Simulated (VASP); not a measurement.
Wanted: the native input for a VASP 6.6.1 run.

| Quantity | Value |
| --- | --- |
| Task | single point |
| Functional | r2SCAN |
| Potentials or basis | VASP PAW PBE potentials, release 64 (In_d) |
| Cutoff | 520 eV |
| k mesh | 4 × 4 × 5 |
| Occupations | fermi-dirac, width 0.1 eV |
| Spin | no spin polarisation |
| Dipole correction | no |
| Further INCAR settings | ALGO = Normal; EDIFF = 1e-06; NBANDS = 12 |

Crystal: In.

```xyz
1
Lattice="-1.6191 1.6612 2.5248 1.6612 -1.6191 2.5248 1.5669 1.5669 -2.4971" Properties=species:S:1:pos:R:3 pbc="T T T"
In    0.0000    0.0000    0.0000
```

The input as run:

POSCAR

```
In
1.0
   -1.6190646052      1.6612415974      2.5247666629
    1.6612415974     -1.6190646052      2.5247666629
    1.5669310712      1.5669310712     -2.4970521319
In
1
Direct
    0.0000000000      0.0000000000      0.0000000000
```

INCAR.step1

```
SYSTEM = In
ALGO = Normal
EDIFF = 1E-4
ENCUT = 520
GGA = PE
ISMEAR = -1
LASPH = .True.
LCHARG = .False.
LREAL = .False.
LWAVE = .True.
NBANDS = 12
NELM = 80
PREC = Accurate
SIGMA = 0.1
```

INCAR.step2

```
SYSTEM = In
ALGO = Normal
EDIFF = 1E-6
ENCUT = 520
ISIF = 2
ISMEAR = -1
ISTART = 1
LASPH = .True.
LCHARG = .False.
LMIXTAU = .True.
LREAL = .False.
LWAVE = .False.
METAGGA = R2SCAN
NBANDS = 12
NELM = 80
PREC = Accurate
SIGMA = 0.1
```

KPOINTS

```
k-points
0
Gamma
  4 4 5
  0 0 0
```

Potentials or basis: VASP PAW PBE potentials, release 64 (In_d).

Run with:

```bash
$ cat potpaw_PBE.64/In_d/POTCAR > POTCAR
$ cp INCAR.step1 INCAR
$ mpirun -np 1 vasp_std > vasp.out
$ cp INCAR.step2 INCAR
$ mpirun -np 1 vasp_std > vasp.out
```

It gave:

| Quantity | Value |
| --- | --- |
| Pressure | -0.2 GPa |

Caveat: the k points lie up to 0.57 Å⁻¹ apart; the PAW data sets were made with another functional, which shifts forces and pressure a little.

Wall time 22 s on 1 thread of Intel(R) Xeon(R) 6975P-C (Granite Rapids) (shared host), peak memory 0.16 GiB.
